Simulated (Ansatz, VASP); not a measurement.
## Two plane-wave programs on GaP

```
Ga P
1.0
     6.40186    0.00000    0.00000
     0.00000    6.40186    0.00000
     0.00000    0.00000    6.40186
Ga P
6 6
Cartesian
  4.8014 3.2009 0.0000
  3.2009 0.0000 4.8014
  0.0000 4.8014 3.2009
  0.0000 1.6005 3.2009
  1.6005 3.2009 0.0000
  3.2009 0.0000 1.6005
  3.2009 4.8014 0.0000
  4.8014 0.0000 3.2009
  0.0000 3.2009 4.8014
  1.6005 0.0000 3.2009
  0.0000 3.2009 1.6005
  3.2009 1.6005 0.0000
```

Alike in both runs: task relaxation of cell and atoms; functional PBE; k mesh 4 × 4 × 4; occupations gaussian, width 0.1 eV; no spin polarisation.

```csv
,VASP,Ansatz
version,VASP 6.6.1,Ansatz 0.2.0
potentials or method,"VASP PAW PBE potentials, release 64 (Ga_d, P), cutoff 600 eV","scalar-relativistic, plane waves, PAW"
valence electrons in the cell,108,108
```

```tsv
	VASP	Ansatz	Ansatz less VASP
gap on the k mesh at the Fermi level, each at its own relaxed structure (eV)	0.99	1.00	+0.003
relaxed volume (Å³/atom)	26.02	25.99	-0.035
relaxed length of the cell vector where the two differ most in proportion (Å)	6.784	6.781	-0.0030
```

Noted on VASP's run: the volume moved by over 15 % at a fixed basis, so the end points are rough.
